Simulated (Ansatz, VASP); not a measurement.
AlInSb2: VASP beside Ansatz

```
CELL_PARAMETERS angstrom
4.49844 0.00000 0.00000
0.00000 4.49844 0.00000
0.00000 0.00000 6.09898
ATOMIC_POSITIONS crystal
Al 0.00000 0.00000 0.00000
In 0.50000 0.50000 0.50000
Sb 0.00000 0.50000 0.23397
Sb 0.50000 0.00000 0.76603
```

Alike in both runs: task single point; functional LDA; k mesh 8 × 8 × 6; occupations gaussian, width 0.05 eV; no spin polarisation.

```csv
,VASP,Ansatz
version,VASP 6.6.1,Ansatz 0.2.0
potentials or method,"VASP PAW LDA potentials, release 64 (Al, In_d, Sb), cutoff 520 eV","scalar-relativistic, plane waves, PAW"
valence electrons in the cell,26,46
```

Ansatz gave:

- gap on the k mesh at the Fermi level (eV): 0.59
- least direct gap on the mesh (eV): 0.59
- pressure (GPa): 0.0
- traceless stress, the component that is largest in VASP (GPa): 0.87
- rms of the force components (eV/Å): 0.017

Q: What did VASP give for the same quantities?

A: gap on the k mesh at the Fermi level (eV): 0.64; least direct gap on the mesh (eV): 0.64; pressure (GPa): 0.2; traceless stress, the component that is largest in VASP (GPa): 0.86; rms of the force components (eV/Å): 0.010.

LDA's correlation is that of Perdew and Zunger in VASP and of Perdew and Wang (1992) in Ansatz. Atom by atom the forces differ by 0.007 eV/Å (rms over components). VASP's potentials hold 26 valence electrons a cell and Ansatz's 46, so a difference there can come from the potentials and not from the codes.

Spin-orbit coupling is off throughout.
